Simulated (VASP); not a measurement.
## Rh: single point with PBE

Rh:

```
CELL_PARAMETERS angstrom
2.64927 0.03989 -0.10767
-1.29009 2.31430 0.10766
-0.35192 0.20315 8.63267
ATOMIC_POSITIONS crystal
Rh 0.06042 0.06042 0.00000
Rh 0.28071 0.65786 0.23631
Rh 0.00101 0.00101 0.50000
Rh 0.65786 0.28071 0.76369
```

This cell differs from its parent crystal: strained and its atoms moved.

```json
{
  "Program": "VASP 6.6.1",
  "Task": "single point",
  "Functional": "PBE",
  "Potentials or basis": "VASP PAW PBE potentials, release 64 (Rh_pv)",
  "Cutoff": "520 eV",
  "k mesh": "16 × 16 × 4",
  "Occupations": "gaussian, width 0.1 eV",
  "Spin": "no spin polarisation"
}
```

* Pressure: 23.6 GPa
* Largest force: 3.150 eV/Å
* Band gap on the k mesh: zero (band 30 reaches 13.45 eV, above the bottom of band 31 at 11.37 eV)

Forces in eV/Å, atoms in the order of the input:
```
Rh  -0.160 -0.276  0.000
Rh   1.187 -0.254  2.906
Rh  -0.214 -0.371  0.000
Rh  -0.814  0.901 -2.906
```

Stress tensor (GPa, compression positive):
```
23.45 -7.94 13.62
-7.94 14.29 -7.86
13.62 -7.86 32.93
```

Levels at points of the mesh, in eV from the Fermi level:
```csv
k point,band 27,band 28,band 29,band 30,band 31,band 32
"(0.00, 0.00, 0.00)",-2.32,-1.97,-1.69,-0.95,-0.79,-0.28
"(0.50, 0.00, 0.00)",0.36,0.49,0.57,0.71,0.85,0.92
"(0.50, 0.50, 0.00)",0.46,0.62,0.72,0.93,0.98,1.14
"(0.00, 0.00, 0.50)",-1.90,-1.45,-1.27,-1.06,-0.77,-0.53
"(0.50, 0.00, 0.50)",-0.22,0.16,0.43,0.67,0.69,0.89
"(0.50, 0.50, 0.50)",-0.15,-0.05,0.36,0.75,0.94,0.97
```

Run time: 4.1 min on 1 thread of Intel(R) Xeon(R) 6975P-C (Granite Rapids) (shared host), peak memory 0.46 GiB.

Caveat: the cell differs from its parent crystal (strained and its atoms moved); forces of over 1 eV/Å act on the atoms, so gaps and moduli don't describe the material at rest.
